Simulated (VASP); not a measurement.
Input of a VASP 6.6.1 run:

INCAR

```
SYSTEM = Ta
PREC = Accurate
ENCUT = 520
EDIFF = 1E-6
ISMEAR = -1
SIGMA = 0.08
LREAL = .FALSE.
LASPH = .TRUE.
NELM = 100
ALGO = Normal
ISIF = 2
LWAVE = .FALSE.
LCHARG = .FALSE.
GGA = PE
NBANDS = 12
```

Contents of KPOINTS:

```
regular mesh
0
G
  14 14 14
  0 0 0
```

The input POSCAR:

```
Ta
1.0
    2.3151568313      0.0000000000      0.0000000000
    0.0000000000      2.3151568313      0.0000000000
    0.0000000000      0.0000000000      2.3151568313
Ta
1
Direct
    0.0000000000      0.0000000000      0.0000000000
```

Potentials or basis: VASP PAW PBE potentials, release 64 (Ta_pv).

Command:

```sh
$ cat potpaw_PBE.64/Ta_pv/POTCAR > POTCAR
$ mpirun -np 1 vasp_std > vasp.out
```

Problem. What does it give for the pressure?

Solution. 202.4 GPa.
